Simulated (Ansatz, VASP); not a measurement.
**BaTiO3: VASP beside Ansatz**

POSCAR

```
BaTiO3
1.0
    4.0148745500      0.0000000000      0.0000000000
    0.0000000000      4.0148745500      0.0000000000
    0.0000000000      0.0000000000      8.0297490900
Ba Ti O
2 2 6
Direct
    0.5000000000      0.5000000000      0.2500000000
    0.5000000000      0.5000000000      0.7500000000
    0.0000000000      0.0000000000      0.0000000000
    0.0000000000      0.0000000000      0.5000000000
    0.5000000000      0.0000000000      0.0000000000
    0.5000000000      0.0000000000      0.5000000000
    0.0000000000      0.5000000000      0.0000000000
    0.0000000000      0.5000000000      0.5000000000
    0.0000000000      0.0000000000      0.2500000000
    0.0000000000      0.0000000000      0.7500000000
```

The input INCAR.step1:

```
PREC = Accurate
ENCUT = 520
ISMEAR = -5
SIGMA = 0.1
LREAL = False
LASPH = True
NELM = 60
NBANDS = 51
GGA = PE
ALGO = Normal
EDIFF = 1E-4
LWAVE = True
LCHARG = False
```

Contents of INCAR.step2:

```
PREC = Accurate
ENCUT = 520
EDIFF = 1E-6
ISMEAR = -5
SIGMA = 0.1
LREAL = False
LASPH = True
NELM = 60
ALGO = Normal
ISIF = 2
LWAVE = False
LCHARG = True
METAGGA = R2SCAN
LMIXTAU = True
LELF = True
LVHAR = True
NBANDS = 51
ISTART = 1
```

KPOINTS

```
Automatic mesh
0
Gamma
  5 5 3
```

Input for Ansatz:

```yaml
crystal:
  lattice:
    - [4.01487455, 0.0, 0.0]
    - [0.0, 4.01487455, 0.0]
    - [0.0, 0.0, 8.02974909]
  atoms:
    - { symbol: Ba, position: [0.5, 0.5, 0.25] }
    - { symbol: Ba, position: [0.5, 0.5, 0.75] }
    - { symbol: Ti, position: [0.0, 0.0, 0.0] }
    - { symbol: Ti, position: [0.0, 0.0, 0.5] }
    - { symbol: O, position: [0.5, 0.0, 0.0] }
    - { symbol: O, position: [0.5, 0.0, 0.5] }
    - { symbol: O, position: [0.0, 0.5, 0.0] }
    - { symbol: O, position: [0.0, 0.5, 0.5] }
    - { symbol: O, position: [0.0, 0.0, 0.25] }
    - { symbol: O, position: [0.0, 0.0, 0.75] }
  symmetry: { tolerance: 0.0003 }
kpoints:
  mp_grid: { grid: [5, 5, 3], shift: [0, 0, 0] }
magnetization:
  spin_polarized: false
scf:
  occupations: { method: tetrahedron }
hamiltonian:
  pseudopotentials: { kind: paw }
  xc: r2scan
basis:
  ecutwfc: 500
output:
  forces: true
  stress: true
  eigenvalues: true
```

Alike in both runs: task single point; functional r2SCAN; k mesh 5 × 5 × 3; occupations tetrahedron; no spin polarisation.

|  | VASP | Ansatz |
| --- | --- | --- |
| version | VASP 6.6.1 | Ansatz 0.2.0 |
| potentials or method | VASP PAW PBE potentials, release 64 (Ba_sv, Ti_sv, O), cutoff 520 eV | PAW plane waves |
| valence electrons in the cell | 80 | 80 |

Ansatz gave:

- gap on the k mesh at the Fermi level (eV): 2.20
- pressure (GPa): -2.7

Task: What did VASP give for the same quantities?

Result: gap on the k mesh at the Fermi level (eV): 2.18; pressure (GPa): -0.8.

VASP's potentials were made for PBE, not for r2SCAN. Ansatz's warnings: band table not solved further, tetrahedron derivatives may miss energy slope.

Spin-orbit coupling is off throughout.
